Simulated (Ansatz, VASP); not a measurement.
**One calculation of Be2C, two programs**

```
CELL_PARAMETERS angstrom
0.00000 2.13415 2.13415
2.13415 0.00000 2.13415
2.13415 2.13415 0.00000
ATOMIC_POSITIONS crystal
Be 0.25000 0.25000 0.25000
Be 0.75000 0.75000 0.75000
C 0.00000 0.00000 0.00000
```

Alike in both runs: task single point; functional LDA; k mesh 10 × 10 × 10; no spin polarisation.

|  | VASP | Ansatz |
| --- | --- | --- |
| version | VASP 6.6.1 | Ansatz 0.2.0 |
| potentials or method | VASP PAW LDA potentials, release 64 (Be, C), cutoff 600 eV | all-electron LAPW, scalar-relativistic |
| occupations | gaussian, width 0.01 eV | fixed |

|  | VASP | Ansatz | Ansatz less VASP |
| --- | --- | --- | --- |
| gap on the k mesh at the Fermi level (eV) | 1.20 | 1.20 | +0.005 |
| pressure (GPa) | 0.5 | -0.1 | -0.61 |

LDA's correlation is that of Perdew and Zunger in VASP and of Perdew and Wang (1992) in Ansatz. Ansatz ran all-electron here, and VASP with PAW potentials.
